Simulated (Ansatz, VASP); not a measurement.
CdSi2: VASP beside Ansatz

```xyz
6
Lattice="-3.2241 3.2241 2.8417 3.2241 -3.2241 2.8417 3.2241 3.2241 -2.8417" Properties=species:S:1:pos:R:3 pbc="T T T"
Cd    0.0000    0.0000    1.4209
Cd    0.0000    0.0000    4.2626
Si    0.8476    4.0716    0.0000
Si    2.3765    0.8476    0.0000
Si    2.3765   -0.8476    2.8417
Si    0.8476    2.3765    2.8417
```

Change from the starting cell: species swapped into the RhPb2 type (I4/mcm, No. 140).

Alike in both runs: functional PBE; k mesh 10 × 10 × 10; occupations gaussian, width 0.1 eV; no spin polarisation.

Ansatz relaxed the structure, and its values are those at the end. VASP's run is a single point on that final structure, the one shown.

|  | VASP | Ansatz |
| --- | --- | --- |
| version | VASP 6.6.1 | Ansatz 0.2.0 |
| potentials or method | VASP PAW PBE potentials, release 64 (Cd, Si), cutoff 520 eV | scalar-relativistic, plane waves, PAW |
| valence electrons in the cell | 40 | 56 |

|  | VASP | Ansatz | Ansatz less VASP |
| --- | --- | --- | --- |
| gap on the k mesh at the Fermi level (eV) | none | none | - |
| pressure (GPa) | 0.2 | 0.0 | -0.21 |
| rms of the force components (eV/Å) | 0.008 | 0.001 | -0.0073 |

A gap of «none» marks a metal or a gap that the smearing closes. With one functional, cell and mesh, what is left measures potentials, basis and numerics. VASP's potentials hold 40 valence electrons a cell and Ansatz's 56, so a difference there can come from the potentials and not from the codes.
